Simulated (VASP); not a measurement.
# ZrC (P6_3/mmc) in VASP: a series of runs

Runs on ZrC. Level: PBEsol. Tasks: relaxation of shape and atoms at fixed volume, single point.

Program: VASP 6.6.1. These are calculated values, not measurements. Logs are shortened: lines on timing, memory, paths and dates and some standing lists are left out, and cuts for length are marked.

## Step 1: The cell of the first run

It takes space group P6_3/mmc (No. 194, hexagonal). Conventional cell: a = 3.227 Å, b = 3.227 Å, c = 5.721 Å, α = 90.00°, β = 90.00°, γ = 120.00°. Zr (site symmetry -3m) has 6 C at 2.35 Å and 2 Zr at 2.86 Å within 3.1 Å. Within 3.1 Å of C (site symmetry -6m2) lie 6 Zr at 2.35 Å.

## Step 2: Relaxation of shape and atoms at fixed volume, PBEsol (volume scaled by 0.960)

Contents of INCAR:

```
PREC = Accurate
ENCUT = 600
EDIFF = 1E-7
ISMEAR = 0
SIGMA = 0.05
LREAL = False
LASPH = True
NELM = 100
ALGO = Normal
ISIF = 4
LWAVE = False
LCHARG = False
GGA = PS
IBRION = 2
NSW = 60
EDIFFG = -0.01
```

Contents of KPOINTS:

```
Automatic mesh
0
Gamma
  12 12 6
```

Contents of POSCAR:

```
ZrC
1.0
    3.2268858769      0.0000000000      0.0000000000
   -1.6134429385      2.7945651445      0.0000000000
    0.0000000000      0.0000000000      5.7209693224
Zr C
2 2
Direct
    0.0000000000      0.0000000000      0.0000000000
    0.0000000000      0.0000000000      0.5000000000
    0.3333333333      0.6666666667      0.2500000000
    0.6666666667      0.3333333333      0.7500000000
```

Potentials or basis: VASP PAW PBE potentials, release 64 (Zr_sv, C).

On the command line:

```sh
> cat potpaw_PBE.64/Zr_sv/POTCAR potpaw_PBE.64/C/POTCAR > POTCAR
> mpirun -np 1 vasp_std > vasp.out
```

OUTCAR:

```text
PREC = Accurate
   ENCUT = 600
   EDIFF = 1E-7
   ISMEAR = 0
   LREAL = False
   LASPH = True
   NELM = 100
   ISIF = 4
   GGA = PS
   IBRION = 2
   NSW = 60
   EDIFFG = -0.01

 ion  position               nearest neighbor table
   1  0.000  0.000  0.000-   3 2.35   4 2.35   4 2.35   3 2.35   4 2.35   3 2.35   2 2.86   2 2.86

   2  0.000  0.000  0.500-   3 2.35   4 2.35   4 2.35   3 2.35   4 2.35   3 2.35   1 2.86   1 2.86

   3  0.333  0.667  0.250-   1 2.35   2 2.35   1 2.35   2 2.35   1 2.35   2 2.35
   4  0.667  0.333  0.750-   1 2.35   2 2.35   1 2.35   2 2.35   1 2.35   2 2.35

  LATTYP: Found a hexagonal cell.
 ALAT       =     3.2268858769
 C/A-ratio  =     1.7729072365

  Lattice vectors:

 A1 = (   3.2268858769,   0.0000000000,   0.0000000000)
 A2 = (  -1.6134429385,   2.7945651445,   0.0000000000)
 A3 = (   0.0000000000,   0.0000000000,   5.7209693224)

Analysis of symmetry for initial positions (statically):
=====================================================================
 Subroutine PRICEL returns:
 Original cell was already a primitive cell.

 Routine SETGRP: Setting up the symmetry group for a
 hexagonal supercell.

 Subroutine GETGRP returns: Found 24 space group operations
 (whereof 12 operations were pure point group operations)
 out of a pool of 24 trial point group operations.

The static configuration has the point symmetry D_3d.
 The point group associated with its full space group is D_6h.

Analysis of symmetry for dynamics (positions and initial velocities):
=====================================================================
 Subroutine PRICEL returns:
 Original cell was already a primitive cell.

 Routine SETGRP: Setting up the symmetry group for a
 hexagonal supercell.

 Subroutine GETGRP returns: Found 24 space group operations
 (whereof 12 operations were pure point group operations)
 out of a pool of 24 trial point group operations.

The dynamic configuration has the point symmetry D_3d.
 The point group associated with its full space group is D_6h.

 Subroutine INISYM returns: Found 24 space group operations
 (whereof 12 operations are pure point group operations),
 and found     1 'primitive' translations

----------------------------------------------------------------------------------------

[... 96 lines left out ...]
   EDIFF  = 0.1E-06   stopping-criterion for ELM
   LREAL  =      F    real-space projection
   EDIFFG = -.1E-01   stopping-criterion for IOM
   NSW    =     60    number of steps for IOM
   IBRION =      2    ionic relax: 0-MD 1-quasi-New 2-CG
   NFREE  =      1    steps in history (QN), initial steepest desc. (CG)
   ISIF   =      4    stress and relaxation
   ISYM   =      2    0-nonsym 1-usesym 2-fastsym
   POTIM  = 0.5000    time-step for ionic-motion
   TEBEG  =    0.0;   TEEND  =   0.0 temperature during run
   PSTRESS=    0.0 pullay stress
   NELECT =      32.0000    total number of electrons
   NUPDOWN=      -1.0000    fix difference up-down
   EMIN   =  10.00;   EMAX   =-10.00  energy-range for DOS
   EFERMI =   0.00;   METHOD = LEGACY
   ISMEAR =     0;   SIGMA  =   0.05  broadening in eV -4-tet -1-fermi 0-gaus
   EFERMI_NEDOS =   21; number of points for ismear=-14 and -15
   IALGO  =     38    algorithm
   IMIX   =      4    mixing-type and parameters
     AMIX     =   0.40;   BMIX     =  1.00
     AMIX_MAG =   1.60;   BMIX_MAG =  1.00
  volume/ion in A,a.u.               =      12.90        87.04
  Fermi-wavevector in a.u.,A,eV,Ry     =   1.396162  2.638363 26.521388  1.949267
  Thomas-Fermi vector in A             =   2.519543
   LORBIT       =      0    0 simple, 1 ext, 2 COOP (PROOUT), +10 PAW based schemes
   GGA     = PS    functional components
   LHFCALC =     F    Hartree Fock is set to
   AEXX    =    0.0000 exact exchange contribution
   IVDW    =     0    specifies the selected vdW correction
   LEPSILON=     F    determine dielectric tensor
   LRPA    =     F    only Hartree local field effects (RPA)
 conjugate gradient relaxation of ions
 non-spin polarized calculation
 Gauss-broadening in eV      SIGMA  =   0.05
  energy-cutoff  :      600.00
  volume of cell :       51.59
 maximum number of plane-waves:      1762
 NGX is ok and might be reduce to    28
   NGX = 13   NGY = 13   NGZ = 23

--------------------------------------- Ionic step        1  -------------------------------------------

 number of electron      31.9999999 magnetization

 Free energy of the ion-electron system (eV)
  ---------------------------------------------------
  ext. energy  EPLUGINS =         0.00000000
  ---------------------------------------------------
  free energy    TOTEN  =       -38.78648733 eV

  energy without entropy =      -38.78556718  energy(sigma->0) =      -38.78602725

------------------------ aborting loop because EDIFF is reached ----------------------------------------

  FORCE on cell =-STRESS in cart. coord.  units (eV):
  Direction    XX          YY          ZZ          XY          YZ          ZX
  --------------------------------------------------------------------------------------
  -------------------------------------------------------------------------------------
  Total        2.9485292      2.9485292      3.2134433     -0.0000000      0.0000000     -0.0000000
  in kB       91.5690165     91.5690165     99.7961434     -0.0000000      0.0000000     -0.0000000
  external PRESSURE =      94.3113922 kB  Pullay stress =       0.0000000 kB
[... 63 lines left out ...]
--------------------------------------- Ionic step        3  -------------------------------------------

 number of electron      31.9999999 magnetization

 Free energy of the ion-electron system (eV)
  ---------------------------------------------------
  ext. energy  EPLUGINS =         0.00000000
  ---------------------------------------------------
  free energy    TOTEN  =       -38.78664018 eV

  energy without entropy =      -38.78568049  energy(sigma->0) =      -38.78616034

 E-fermi :   9.4414     XC(G=0): -12.2655

 val. band max:        9.4309212911   @ k =   0.1667   0.1667   0.0000
 cond. band min:       9.4968314332   @ k =   0.0833   0.0000   0.0000
 fundamental gap:      0.0659101421
 Fermi energy:         9.4414144182

 k-point     1 :       0.0000    0.0000    0.0000
  band No.  band energies     occupation
      1     -38.5021      2.00000
      2     -38.3216      2.00000
      3     -17.4066      2.00000
      4     -16.2720      2.00000
      5     -16.2720      2.00000
      6     -16.1068      2.00000
[... 541 lines left out ...]
     19      13.4988      0.00000
     20      13.7011      0.00000

 [... further k-points ...]
[... 5 lines left out ...]
  --------------------------------------------------------------------------------------
  -------------------------------------------------------------------------------------
  Total        3.0224993      3.0224993      3.0215627     -0.0000000      0.0000000      0.0000000
  in kB       93.8662196     93.8662196     93.8371319     -0.0000000      0.0000000      0.0000000
  external PRESSURE =      93.8565237 kB  Pullay stress =       0.0000000 kB
[... 19 lines left out ...]
  FREE ENERGIE OF THE ION-ELECTRON SYSTEM (eV)
  ---------------------------------------------------
  free  energy   TOTEN  =       -38.7866401849 eV

  energy  without entropy=      -38.7856804945  energy(sigma->0) =      -38.78616034

 reached required accuracy - stopping structural energy minimisation
```

It took 94 s on 1 thread of Intel Xeon 6975P-C (Granite Rapids), shared host; peak memory 0.24 GiB.

What came out:

```yaml
Free_energy: -38.7866 eV
Energy_gained_by_relaxing: 0.0 meV/atom
Ionic_steps: 3
Pressure_after_relaxing: 9.4 GPa
Band_gap_on_the_k_mesh: zero (band 16 reaches 10.84 eV, above the bottom of band 17 at 9.23 eV)
```

Step by step:
```csv
step,energy change (eV),largest force (eV/Å),pressure (GPa),volume (Å³)
1,0.0000,0.0000,9.43,51.59
2,0.0000,0.0000,9.35,51.59
3,-0.0002,0.0000,9.39,51.59
```

Final structure:
```yaml
crystal:
  lattice:
    - [3.22501, 0.00000, 0.00000]
    - [-1.61251, 2.79294, 0.00000]
    - [0.00000, 0.00000, 5.72761]
  atoms:
    - { symbol: Zr, position: [0.00000, 0.00000, 0.00000] }
    - { symbol: Zr, position: [0.00000, 0.00000, 0.50000] }
    - { symbol: C, position: [0.33333, 0.66667, 0.25000] }
    - { symbol: C, position: [0.66667, 0.33333, 0.75000] }
```

Caveat: the cell differs from its parent crystal (volume scaled by 0.960); the PAW data sets were made with another functional, which shifts forces and pressure a little.

## Step 3: Relaxation of shape and atoms at fixed volume, PBEsol (volume scaled by 0.980)

Contents of INCAR:

```
ALGO = Normal
EDIFF = 1E-7
EDIFFG = -0.01
ENCUT = 600
GGA = PS
IBRION = 2
ISIF = 4
ISMEAR = 0
LASPH = T
LCHARG = F
LREAL = F
LWAVE = F
NELM = 60
NSW = 60
PREC = Accurate
SIGMA = 0.05
```

Contents of KPOINTS:

```
k-points
0
Gamma
  12 12 6
```

Contents of POSCAR:

```
ZrC
1.0
    3.2505304168      0.0000000000      0.0000000000
   -1.6252652084      2.8150419167      0.0000000000
    0.0000000000      0.0000000000      5.7555019523
Zr C
2 2
Direct
    0.0000000000      0.0000000000      0.0000000000
    0.0000000000      0.0000000000      0.5000000000
    0.3333333333      0.6666666667      0.2500000000
    0.6666666667      0.3333333333      0.7500000000
```

Potentials or basis: VASP PAW PBE potentials, release 64 (Zr_sv, C).

On the command line:

```sh
> cat potpaw_PBE.64/Zr_sv/POTCAR potpaw_PBE.64/C/POTCAR > POTCAR
> mpirun -np 1 vasp_std > vasp.out
```

It took 78 s on 1 thread of Intel Xeon 6975P-C (Granite Rapids), shared host; peak memory 0.24 GiB.

It converged, with:

```
Free energy               : -38.8342 eV
Energy gained by relaxing : 0.0 meV/atom
Ionic steps               : 3
Pressure after relaxing   : 4.6 GPa
Band gap on the k mesh    : zero (band 16 reaches 10.58 eV, above the bottom of band 17 at 9.00 eV)
```

Final structure:
```
CELL_PARAMETERS angstrom
3.24900 0.00000 0.00000
-1.62450 2.81371 0.00000
0.00000 0.00000 5.76094
ATOMIC_POSITIONS crystal
Zr 0.00000 0.00000 0.00000
Zr 0.00000 0.00000 0.50000
C 0.33333 0.66667 0.25000
C 0.66667 0.33333 0.75000
```

Levels at points of the mesh, in eV from the Fermi level:
```
           k point  band 13  band 14  band 15  band 16  band 17  band 18  band 19  band 20
(0.00, 0.00, 0.00)    -2.32    -1.38     0.82     1.38     1.38     1.74     1.74     1.83
(0.50, 0.00, 0.00)    -2.58    -1.48    -1.17    -0.57     0.53     1.79     4.81     5.02
(0.00, 0.00, 0.50)    -1.23    -1.23    -1.23    -1.23     2.64     2.64     2.75     2.75
(0.50, 0.00, 0.50)    -1.74    -1.74    -1.36    -1.36     1.04     1.04     5.38     5.38
```

Caveat: the cell differs from its parent crystal (volume scaled by 0.980); the PAW data sets were made with another functional, which shifts forces and pressure a little.

## Step 4: Relaxation of shape and atoms at fixed volume, PBEsol (volume scaled by 1.020)

Contents of INCAR:

```
SYSTEM = ZrC
PREC = Accurate
ENCUT = 600
EDIFF = 1E-6
ISMEAR = 0
SIGMA = 0.05
LREAL = .FALSE.
LASPH = .TRUE.
NELM = 100
ALGO = Normal
ISIF = 4
LWAVE = .FALSE.
LCHARG = .FALSE.
GGA = PS
IBRION = 2
NSW = 60
EDIFFG = -0.01
```

Contents of KPOINTS:

```
regular mesh
0
G
  12 12 6
  0 0 0
```

Contents of POSCAR:

```
ZrC
1.0
    3.2941669045      0.0000000000      0.0000000000
   -1.6470834523      2.8528322236      0.0000000000
    0.0000000000      0.0000000000      5.8327662317
Zr C
2 2
Direct
    0.0000000000      0.0000000000      0.0000000000
    0.0000000000      0.0000000000      0.5000000000
    0.3333333333      0.6666666667      0.2500000000
    0.6666666667      0.3333333333      0.7500000000
```

On the command line:

```sh
> cat potpaw_PBE.64/Zr_sv/POTCAR potpaw_PBE.64/C/POTCAR > POTCAR
> mpirun -np 1 vasp_std > vasp.out
```

Run time: 71 s. Hardware: 1 thread of Intel Xeon 6975P-C (Granite Rapids), shared host; peak memory 0.24 GiB.

It converged, with:

| Item | Value |
| --- | --- |
| Free energy | -38.8406 eV |
| Energy gained by relaxing | 0.0 meV/atom |
| Ionic steps | 3 |
| Pressure after relaxing | -3.6 GPa |
| Band gap on the k mesh | zero (band 16 reaches 10.10 eV, above the bottom of band 17 at 8.57 eV) |

Final structure:
```xyz
4
Lattice="3.2952 0.0000 0.0000 -1.6476 2.8538 0.0000 0.0000 0.0000 5.8290" Properties=species:S:1:pos:R:3 pbc="T T T"
Zr   -1.6476    2.8538    0.0000
Zr   -1.6476    2.8538    2.9145
C     0.0000    1.9025    1.4572
C     1.6476    0.9513    4.3717
```

Levels at points of the mesh, in eV from the Fermi level:
```tsv
k point	band 13	band 14	band 15	band 16	band 17	band 18	band 19	band 20
(0.00, 0.00, 0.00)	-2.20	-1.27	0.82	1.37	1.37	1.70	1.70	1.79
(0.50, 0.00, 0.00)	-2.45	-1.47	-1.08	-0.62	0.50	1.79	4.63	4.79
(0.00, 0.00, 0.50)	-1.15	-1.15	-1.15	-1.15	2.57	2.57	2.67	2.67
(0.50, 0.00, 0.50)	-1.69	-1.69	-1.29	-1.29	1.02	1.02	5.15	5.16
```

Caveat: the cell differs from its parent crystal (volume scaled by 1.020); the PAW data sets were made with another functional, which shifts forces and pressure a little.

## Step 5: Single point, PBEsol (volume scaled by 0.960)

Contents of INCAR:

```
PREC = Accurate
ENCUT = 520
EDIFF = 1E-7
ISMEAR = 0
SIGMA = 0.05
LREAL = F
LASPH = T
NELM = 60
ALGO = Normal
ISIF = 2
LWAVE = F
LCHARG = T
GGA = PS
LELF = T
LVHAR = T
NBANDS = 24
```

Contents of KPOINTS:

```
Automatic mesh
0
Gamma
  12 12 6
```

Contents of POSCAR:

```
ZrC
1.0
    3.2251704090      0.0000000000      0.0000000000
   -1.6125852045      2.7930795057      0.0000000000
    0.0000000000      0.0000000000      5.7270569073
Zr C
2 2
Direct
    0.0000000000      0.0000000000      0.0000000000
    0.0000000000      0.0000000000      0.5000000000
    0.3333333333      0.6666666667      0.2500000000
    0.6666666667      0.3333333333      0.7500000000
```

On the command line:

```sh
> cat potpaw_PBE.64/Zr_sv/POTCAR potpaw_PBE.64/C/POTCAR > POTCAR
> mpirun -np 1 vasp_std > vasp.out
```

Wall time 76 s (1 thread of AMD EPYC 7R43 (Zen 3), shared host); peak memory 0.19 GiB.

Results (log left out):

```yaml
Free_energy: -38.7848 eV
Pressure: 9.5 GPa
Band_gap_on_the_k_mesh: zero (band 16 reaches 10.84 eV, above the bottom of band 17 at 9.23 eV)
```

Stress tensor (GPa, compression positive):
```
9.44 0.00 0.00
0.00 9.44 0.00
0.00 0.00 9.52
```

Levels at points of the mesh, in eV from the Fermi level:
```
           k point  band 12  band 13  band 14  band 15  band 16  band 17  band 18  band 19  band 20  band 21
(0.00, 0.00, 0.00)    -2.37    -2.37    -1.43     0.83     1.40     1.40     1.76     1.76     1.85     1.85
(0.50, 0.00, 0.00)    -3.65    -2.65    -1.47    -1.21    -0.53     0.56     1.79     4.91     5.15     5.42
(0.00, 0.00, 0.50)    -2.75    -1.26    -1.26    -1.26    -1.26     2.67     2.67     2.80     2.80     2.80
(0.50, 0.00, 0.50)    -3.92    -1.76    -1.76    -1.39    -1.39     1.06     1.06     5.50     5.50     5.50
```

Caveat: the cell differs from its parent crystal (volume scaled by 0.960); the PAW data sets were made with another functional, which shifts forces and pressure a little.

## Step 6: Summary

| task | cell | cutoff (eV) | gap on the mesh (eV) | pressure (GPa) |
| --- | --- | --- | --- | --- |
| relaxation of shape and atoms at fixed volume | relaxed from a = 3.227, b = 3.227, c = 5.721 Å, angles 90.0, 90.0, 120.0°, 4 atoms | 600 | none | 9.4 |
| relaxation of shape and atoms at fixed volume | relaxed from a = 3.251, b = 3.251, c = 5.756 Å, angles 90.0, 90.0, 120.0°, 4 atoms | 600 | none | 4.6 |
| relaxation of shape and atoms at fixed volume | relaxed from a = 3.294, b = 3.294, c = 5.833 Å, angles 90.0, 90.0, 120.0°, 4 atoms | 600 | none | -3.6 |
| single point | a = 3.225, b = 3.225, c = 5.727 Å, angles 90.0, 90.0, 120.0°, 4 atoms | 520 | none | 9.5 |

Alike in all rows: level PBEsol; potentials or basis VASP PAW PBE potentials, release 64 (Zr_sv, C); no spin polarisation; k mesh 12 × 12 × 6; smearing gaussian 0.05 eV.

Caveats: the PAW data sets were made with another functional, which shifts forces and pressure a little.

Absolute energies hang on the potentials; compare differences alone.
